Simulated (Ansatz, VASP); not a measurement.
**Two plane-wave programs on Ba**

```
Ba
1.0
     3.59846    0.00000    0.00000
     0.00000    3.59846    0.00000
     0.00000    0.00000    3.76540
Ba
1
Direct
  0.00000 0.00000 0.00000
```

Change from the starting cell: strain -0.030 along x and y, +0.015 along z, atoms carried along.

Alike in both runs: task single point; functional LDA; k mesh 16 × 16 × 16; occupations gaussian, width 0.15 eV; no spin polarisation.

|  | VASP | Ansatz |
| --- | --- | --- |
| version | VASP 6.6.1 | Ansatz 0.2.0 |
| potentials or method | VASP PAW LDA potentials, release 64 (Ba_sv), cutoff 520 eV | scalar-relativistic, plane waves, PAW |
| valence electrons in the cell | 10 | 10 |

Ansatz gave:

| Item | Value |
| --- | --- |
| gap on the k mesh at the Fermi level (eV) | none |
| pressure (GPa) | 0.4 |
| traceless stress, the component that is largest in VASP (GPa) | -1.10 |

Q: Which values does VASP return?

A: gap on the k mesh at the Fermi level (eV): none; pressure (GPa): 0.8; traceless stress, the component that is largest in VASP (GPa): -1.19.

LDA's correlation is that of Perdew and Zunger in VASP and of Perdew and Wang (1992) in Ansatz. A gap of «none» marks a metal or a gap that the smearing closes.

Spin-orbit coupling is off throughout.
